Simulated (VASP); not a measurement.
**HfB: density of states with PBE**

Crystal: HfB.

```
CELL_PARAMETERS angstrom
0.00000 2.31000 2.31000
2.31000 0.00000 2.31000
2.31000 2.31000 0.00000
ATOMIC_POSITIONS crystal
Hf 0.50000 0.50000 0.50000
B 0.00000 0.00000 0.00000
```

```
Program                 : VASP 6.6.1
Task                    : density of states
Functional              : PBE
Potentials or basis     : VASP PAW PBE potentials, release 64 (Hf_pv, B)
Cutoff                  : 520 eV
k mesh                  : 11 × 11 × 11
Occupations             : fermi-dirac, width 0.05 eV
Spin                    : collinear spin, ferromagnetic start
Starting moments        : [0.6, 0.0] μB
Dipole correction       : no
k mesh for the DOS      : 17 × 17 × 17
Occupations for the DOS : tetrahedron
Further INCAR settings  : ALGO = Normal; EDIFF = 1e-06; NBANDS = 18
```

```
Net moment                                            : 0.00 μB per cell
Valence electrons inside the program's atomic spheres : Hf 8.89; B 1.95
```

Levels at points of the mesh, in eV from the Fermi level:
Spin up:
| k point | band 3 | band 4 | band 5 | band 6 | band 7 | band 8 | band 9 | band 10 | band 11 | band 12 |
| --- | --- | --- | --- | --- | --- | --- | --- | --- | --- | --- |
| (0.00, 0.00, 0.00) | -28.30 | -9.57 | 2.20 | 2.20 | 2.20 | 3.96 | 3.96 | 3.96 | 4.23 | 4.23 |
Spin down:
| k point | band 4 | band 5 | band 6 | band 7 | band 8 | band 9 | band 10 | band 11 |
| --- | --- | --- | --- | --- | --- | --- | --- | --- |
| (0.00, 0.00, 0.00) | -9.57 | 2.20 | 2.20 | 2.20 | 3.96 | 3.96 | 3.96 | 4.23 |

Wall time 51 s on 1 thread of Intel Xeon 6975P-C, on a shared host, peak memory 0.23 GiB.

Caveat: spin-orbit coupling is left out, which moves the levels of the heavy elements.
